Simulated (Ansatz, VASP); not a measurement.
LaB3Ir: VASP beside Ansatz

INCAR

```
SYSTEM = LaB3Ir
  PREC = Accurate
  ENCUT = 520
  EDIFF = 1E-6
  ISMEAR = -1
  SIGMA = 0.0804
  LREAL = .FALSE.
  LASPH = .TRUE.
  NELM = 80
  ALGO = Normal
  ISIF = 2
  LWAVE = .FALSE.
  LCHARG = .TRUE.
  GGA = PE
  LELF = .TRUE.
  LVHAR = .TRUE.
  NBANDS = 22
```

KPOINTS

```
regular mesh
0
G
  10 10 10
  0 0 0
```

POSCAR

```
LaB3Ir
1.0
    0.0000000000      3.8328880000      0.0000000000
    3.8328880000      0.0000000000      0.0000000000
    1.9164440000      1.9164440000     -4.4036100000
La B Ir
1 3 1
Direct
    0.0000000000      0.0000000000      0.0000000000
    0.7615000000      0.2615000000      0.4770000000
    0.2615000000      0.7615000000      0.4770000000
    0.4112000000      0.4112000000      0.1776000000
    0.6553000000      0.6553000000      0.6894000000
```

Input for Ansatz:

```yaml
crystal:
  lattice:
    - [0.0, 3.832888, 0.0]
    - [3.832888, 0.0, 0.0]
    - [1.916444, 1.916444, -4.40361]
  atoms:
    - { symbol: La, position: [0.0, 0.0, 0.0] }
    - { symbol: B, position: [0.7615, 0.2615, 0.477] }
    - { symbol: B, position: [0.2615, 0.7615, 0.477] }
    - { symbol: Ir, position: [0.6553, 0.6553, 0.6894] }
    - { symbol: B, position: [0.4112, 0.4112, 0.1776] }
  symmetry: { tolerance: 0.0003 }
kpoints:
  mp_grid: { grid: [10, 10, 10], shift: [0, 0, 0] }
  band_path:
    path:
      - [0.0, 0.0, 0.0]
      - [0.5, 0.5, 0.5]
      - [0.5, 0.5, 0.75]
      - [0.5, 0.0, 0.5]
      - [0.0, 0.0, 0.0]
      - [0.0, 0.0, 0.5]
      - [0.40530118, 0.0, 0.70265059]
      - [0.59469882, 0.0, 0.29734941]
      - [0.0, 0.0, 0.0]
      - [0.5, 0.5, 0.5]
      - [0.59469882, 0.40530118, 0.5]
    npoints: 6
magnetization:
  spin_polarized: false
scf:
  occupations: { method: fermi_dirac, width: 0.0804 }
  lower_state_search: "off"
  max_iter: 200
hamiltonian:
  pseudopotentials: { kind: paw }
  xc: pbe
basis:
  ecutwfc: 420
  fft_grid_basis: typed
output:
  forces: true
  stress: true
  eigenvalues: true
  bader: true
  populations: true
  elf: true
  write_potential: true
  volumetric_format: npy
  dos:
    e_range: [-12, 8]
    de: 0.05
    projected: { site_lists: { B: [B], Ir: [Ir], La: [La] } }
checkpoint:
  read: saved_state
```

Alike in both runs: task single point; functional PBE; k mesh 10 × 10 × 10; occupations fermi-dirac, width 0.0804 eV; no spin polarisation.

|  | VASP | Ansatz |
| --- | --- | --- |
| version | VASP 6.6.1 | Ansatz 0.2.0 |
| potentials or method | VASP PAW PBE potentials, release 64 (La, B, Ir), cutoff 520 eV | PAW plane waves |
| valence electrons in the cell | 29 | 37 |

|  | VASP | Ansatz | Ansatz less VASP |
| --- | --- | --- | --- |
| pressure (GPa) | 8.5 | 8.3 | -0.22 |
| rms of the force components (eV/Å) | 0.467 | 0.453 | -0.0144 |

VASP's potentials hold 29 valence electrons a cell and Ansatz's 37, so a difference there can come from the potentials and not from the codes.

Spin-orbit coupling is off throughout.
